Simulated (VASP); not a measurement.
The system is Au.

```xyz
2
Lattice="0.0000 2.8394 2.8394 2.8394 0.0000 2.8394 2.8394 2.8394 0.0000" Properties=species:S:1:pos:R:3 pbc="T T T"
Au    0.7099    0.7099    0.7099
Au    4.9690    4.9690    4.9690
```

This isn't the form of Au at room conditions, which is fcc.

```yaml
Program: VASP 6.6.1
Task: relaxation of cell and atoms
Functional: r2SCAN
Potentials_or_basis: VASP PAW PBE potentials, release 64 (Au)
Cutoff: 600 eV
k_mesh: 10 × 10 × 10
Occupations: fermi-dirac, width 0.1 eV
Spin: no spin polarisation
```

At the start: pressure 23.5 GPa; volume 22.89 Å³/atom.

Problem. How do energy, volume and symmetry change on relaxing?

Solution. Over 5 steps the energy falls by 303.6 meV/atom and the volume is 28.04 Å³/atom (+22.5 %); space group Fd-3m (No. 227, to 0.1 Å) before and after.

Step by step:
```tsv
step	energy change (eV)	largest force (eV/Å)	pressure (GPa)	volume (Å³)
1	0.0000	0.0000	23.51	45.78
2	-0.1028	0.0000	-7.71	71.84
3	-0.6063	0.0000	-0.53	56.62
4	-0.6071	0.0000	-0.19	56.31
5	-0.6072	0.0000	0.04	56.08
```

Final structure:
```yaml
crystal:
  lattice:
    - [0.00000, 3.03807, 3.03807]
    - [3.03807, 0.00000, 3.03807]
    - [3.03807, 3.03807, 0.00000]
  atoms:
    - { symbol: Au, position: [0.12500, 0.12500, 0.12500] }
    - { symbol: Au, position: [0.87500, 0.87500, 0.87500] }
```

Caveat: the volume moved by over 15 % at a fixed basis, so the end points are rough; the PAW data sets were made with another functional, which shifts forces and pressure a little.
